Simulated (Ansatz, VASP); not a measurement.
**Ti in VASP and in Ansatz**

```xyz
1
Lattice="-1.5972 1.5972 1.5972 1.5972 -1.5972 1.5972 1.5972 1.5972 -1.5972" Properties=species:S:1:pos:R:3 pbc="T T T"
Ti    0.0000    0.0000    0.0000
```

Alike in both runs: task single point; functional revPBE; k mesh 15 × 15 × 15; occupations fermi-dirac, width 0.1 eV; no spin polarisation.

```csv
,VASP,Ansatz
version,VASP 6.6.1,Ansatz 0.2.0
potentials or method,"VASP PAW PBE potentials, release 64 (Ti_sv), cutoff 520 eV","plane waves (420 eV) with PAW, scalar-relativistic"
valence electrons in the cell,12,12
```

|  | VASP | Ansatz | Ansatz less VASP |
| --- | --- | --- | --- |
| pressure (GPa) | 9.3 | 9.6 | +0.33 |

VASP's potentials were made for PBE, not for revPBE.
